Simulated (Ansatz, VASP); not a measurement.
**Two plane-wave programs on In**

The input INCAR:

```
SYSTEM = In
PREC = Accurate ; ENCUT = 520
EDIFF = 1E-6 ; ISMEAR = 0
SIGMA = 0.026000000000000002 ; LREAL = .False.
LASPH = .True. ; NELM = 80
ALGO = Normal ; ISIF = 2
LWAVE = .False. ; LCHARG = .False.
GGA = PE ; NBANDS = 12
```

File KPOINTS:

```
Automatic mesh
0
Gamma
  10 10 10
  0 0 0
```

The input POSCAR:

```
In
1.0
   -1.8825252400      1.8825252400      1.8825252400
    1.8825252400     -1.8825252400      1.8825252400
    1.8825252400      1.8825252400     -1.8825252400
In
1
Direct
    0.0000000000      0.0000000000      0.0000000000
```

File input.yaml:

```yaml
crystal:
  lattice:
    - [-1.88252524, 1.88252524, 1.88252524]
    - [1.88252524, -1.88252524, 1.88252524]
    - [1.88252524, 1.88252524, -1.88252524]
  atoms:
    - { symbol: In, position: [0.0, 0.0, 0.0] }
hamiltonian:
  xc: pbe
  pseudopotentials: { kind: paw }
kpoints:
  mp_grid: { grid: [10, 10, 10] }
scf:
  occupations: { method: gaussian, width: 0.026 }
output:
  forces: true
  stress: true
  eigenvalues: true
  write_density: true
  write_potential: true
  elf: true
  volumetric_format: npy
```

Alike in both runs: task single point; functional PBE; k mesh 10 × 10 × 10; occupations gaussian, width 0.026 eV; no spin polarisation.

```csv
,VASP,Ansatz
version,VASP 6.6.1,Ansatz 0.2.0
potentials or method,"VASP PAW PBE potentials, release 64 (In_d)",Ansatz PAW
plane-wave cutoff (eV),520,420
valence electrons in the cell,13,13
```

|  | VASP | Ansatz | Ansatz less VASP |
| --- | --- | --- | --- |
| gap on the k mesh at the Fermi level (eV) | none | none | - |
| pressure (GPa) | 1.5 | 1.5 | +0.04 |

A gap of «none» marks a metal or a gap that the smearing closes.
